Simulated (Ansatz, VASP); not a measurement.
Two plane-wave programs on AlNi

The input INCAR:

```
ALGO = Fast
EDIFF = 1E-7
ENCUT = 520
GGA = PE
ISIF = 2
ISMEAR = 0
LASPH = True
LCHARG = True
LELF = True
LREAL = False
LVHAR = True
LWAVE = False
NBANDS = 28
NELM = 60
PREC = Accurate
SIGMA = 0.15
```

The input KPOINTS:

```
k-points
0
Gamma
  15 15 5
```

Contents of POSCAR:

```
AlNi
1.0
    0.0000000000     -2.8927237813      0.0000000000
    0.0000000000      0.0000000000     -2.8927237813
    8.6781713440     -0.4821206302     -0.4821206302
Al Ni
3 3
Direct
    0.8750000000     -0.1250000000      0.7500000000
    0.9861111111     -0.0138888889      0.0833333333
    0.9305555556     -0.0694444444      0.4166666667
    0.3472222222      0.3472222222      0.9166666667
    0.4583333333      0.4583333333      0.2500000000
    0.4027777778      0.4027777778      0.5833333333
```

Input for Ansatz:

```yaml
crystal:
  lattice:
    - [0.0, -2.8927237813, 0.0]
    - [0.0, 0.0, -2.8927237813]
    - [8.678171344, -0.4821206302, -0.4821206302]
  atoms:
    - { symbol: Al, position: [0.875, -0.125, 0.75] }
    - { symbol: Al, position: [0.9861111111, -0.0138888889, 0.0833333333] }
    - { symbol: Al, position: [0.9305555556, -0.0694444444, 0.4166666667] }
    - { symbol: Ni, position: [0.3472222222, 0.3472222222, 0.9166666667] }
    - { symbol: Ni, position: [0.4583333333, 0.4583333333, 0.25] }
    - { symbol: Ni, position: [0.4027777778, 0.4027777778, 0.5833333333] }
basis:
  ecutwfc: 520.0
kpoints:
  mp_grid: { grid: [15, 15, 5] }
hamiltonian:
  xc: pbe
  pseudopotentials: { kind: paw, azcp: { folder: soft_1 } }
scf:
  occupations: { method: gaussian, width: 0.15 }
output:
  forces: true
  stress: true
  eigenvalues: true
```

Alike in both runs: task single point; functional PBE; k mesh 15 × 15 × 5; occupations gaussian, width 0.15 eV; no spin polarisation.

|  | VASP | Ansatz |
| --- | --- | --- |
| version | VASP 6.6.1 | Ansatz 0.2.0 |
| potentials or method | VASP PAW PBE potentials, release 64 (Al, Ni), cutoff 520 eV | scalar-relativistic, plane waves, PAW |
| valence electrons in the cell | 39 | 63 |

|  | VASP | Ansatz | Ansatz less VASP |
| --- | --- | --- | --- |
| gap on the k mesh at the Fermi level (eV) | none | none | - |
| pressure (GPa) | 5.6 | 5.6 | -0.07 |
| traceless stress, the component that is largest in VASP (GPa) | 9.17 | 9.17 | -0.001 |
| rms of the force components (eV/Å) | 1.470 | 1.466 | -0.0044 |

Atom by atom the forces differ by 0.005 eV/Å (rms over components). A gap of «none» marks a metal or a gap that the smearing closes. VASP's potentials hold 39 valence electrons a cell and Ansatz's 63, so a difference there can come from the potentials and not from the codes.
